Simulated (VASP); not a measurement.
Input of a VASP 6.6.1 run:

Contents of INCAR:

```
SYSTEM = Cl
PREC     = Accurate       ! precision mode
ENCUT    = 520            ! plane-wave cutoff, eV
EDIFF    = 1E-7           ! SCF threshold, eV
ISMEAR   = -1             ! smearing method
SIGMA    = 0.05           ! smearing width, eV
LREAL    = .False.        ! projectors in reciprocal space
LASPH    = .True.         ! aspherical terms in the spheres
NELM     = 80             ! most SCF steps
ALGO     = Normal         ! electronic algorithm
ISIF     = 2              ! what is computed and relaxed
LWAVE    = .False.        ! write WAVECAR
LCHARG   = .False.        ! write CHGCAR
GGA      = RP             ! functional
NBANDS   = 22             ! bands
```

Contents of KPOINTS:

```
Automatic mesh
0
Gamma
  6 6 3
  0 0 0
```

File POSCAR:

```
Cl
1.0
    4.1262932749     -2.7310477914      0.0000000000
    4.1262932749      2.7310477914      0.0000000000
    0.0000000000      0.0000000000      9.5773107843
Cl
4
Direct
    0.9042803312      0.0957196688      0.0931923605
    0.5957196688      0.4042803312      0.5931923605
    0.0957196688      0.9042803312      0.9068076395
    0.4042803312      0.5957196688      0.4068076395
```

Potentials or basis: VASP PAW PBE potentials, release 64 (Cl).

Command:

```bash
$ cat potpaw_PBE.64/Cl/POTCAR > POTCAR
$ mpirun -np 1 vasp_std > vasp.out
```

Problem. Predict the band gap on the k mesh.

Solution. 2.43 eV (least direct gap 2.45 eV).

Problem. Predict the largest force.

Solution. 0.987 eV/Å.

Problem. Predict the pressure.

Solution. -1.1 GPa.

Forces in eV/Å, atoms in the order of the input:
```
Cl   0.000 -0.501 -0.850
Cl   0.000  0.501 -0.850
Cl   0.000  0.501  0.850
Cl   0.000 -0.501  0.850
```

Caveat: this functional lacks dispersion, which holds the molecules together, so the pressure and a relaxed volume are unreliable; the PAW data sets were made with another functional, which shifts forces and pressure a little; this functional lacks dispersion, which binds layers or chains, so the pressure and a relaxed spacing across them are unreliable. A k mesh can miss the band edges.
